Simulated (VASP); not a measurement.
Here is a VASP 6.6.1 calculation.

POSCAR

```
Na
1.0
    3.8523578560      0.0000000000      0.0000000000
   -1.9261789280      3.3362397678      0.0000000000
    0.0000000000      0.0000000000     13.0522293356
Na
4
Direct
    0.0000000000      0.0000000000      0.0000000000
    0.3333333300      0.6666666700      0.2500000000
    0.0000000000      0.0000000000      0.5000000000
    0.6666666700      0.3333333300      0.7500000000
```

File INCAR.step1:

```
PREC     = Accurate       # precision mode
ENCUT    = 520            # plane-wave cutoff, eV
ISMEAR   = 0              # smearing method
SIGMA    = 0.1            # smearing width, eV
LREAL    = F              # projectors in reciprocal space
LASPH    = T              # aspherical terms in the spheres
NELM     = 80             # most SCF steps
NBANDS   = 22             # bands
GGA      = PE             # functional
ALGO     = Normal         # electronic algorithm
EDIFF    = 1E-4           # SCF threshold, eV
LWAVE    = T              # write WAVECAR
LCHARG   = F              # write CHGCAR
```

INCAR.step2

```
PREC     = Accurate       # precision mode
ENCUT    = 520            # plane-wave cutoff, eV
EDIFF    = 1E-7           # SCF threshold, eV
ISMEAR   = 0              # smearing method
SIGMA    = 0.1            # smearing width, eV
LREAL    = F              # projectors in reciprocal space
LASPH    = T              # aspherical terms in the spheres
NELM     = 80             # most SCF steps
ALGO     = Normal         # electronic algorithm
ISIF     = 2              # what is computed and relaxed
LWAVE    = F              # write WAVECAR
LCHARG   = F              # write CHGCAR
METAGGA  = R2SCAN         # meta-GGA
LMIXTAU  = T            
NBANDS   = 22             # bands
ISTART   = 1
```

KPOINTS

```
Automatic mesh
0
Gamma
  15 15 4
```

Potentials or basis: VASP PAW PBE potentials, release 64 (Na_pv).

Command:

```console
$ cat potpaw_PBE.64/Na_pv/POTCAR > POTCAR
$ cp INCAR.step1 INCAR
$ mpirun -np 1 vasp_std > vasp.out
$ cp INCAR.step2 INCAR
$ mpirun -np 1 vasp_std > vasp.out
```

(1) Predict the pressure.

(2) Estimate the band gap on the k mesh.

Results:

(1) -0.6 GPa.

(2) zero (bands 14 and 15 overlap by 3.81 eV).

Caveat: the cell differs from its parent crystal (strained); the PAW data sets were made with another functional, which shifts forces and pressure a little.
